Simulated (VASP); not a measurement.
Runs of VASP 6.6.1 on Cu. The structure is that of space group I4/mmm (No. 139), or close to it. The cells are those of the table. 

```tsv
potentials or basis	cell	cutoff (eV)	second run	gap on the mesh (eV)	pressure (GPa)
VASP PAW PBE potentials, release 64 (Cu_sv_GW)	a = 2.951, b = 2.951, c = 2.732 Å, 2 atoms	700	valence_matched	none	(b)
VASP PAW PBE potentials, release 64 (Cu)	a = 2.951, b = 2.951, c = 2.732 Å, 2 atoms	520	-	none	2.7
VASP PAW PBE potentials, release 64 (Cu)	a = 3.040, b = 3.040, c = 2.709 Å, 2 atoms	520	-	none	(a)
VASP PAW PBE potentials, release 64 (Cu)	a = 3.010, b = 3.010, c = 2.726 Å, 2 atoms	520	-	none	-2.5
VASP PAW PBE potentials, release 64 (Cu)	a = 3.010, b = 3.010, c = 2.670 Å, 2 atoms	520	-	none	0.4
```

Alike in all rows: task single point; level PBE; no spin polarisation; k mesh 14 × 14 × 16; smearing gaussian 0.1 eV.

Question: Fill in the values left out.

Answer: (a) -4.2; (b) -3.6.

A gap of «none» marks levels without a gap at the run's occupations.

The runs don't all hold the same shells in valence.
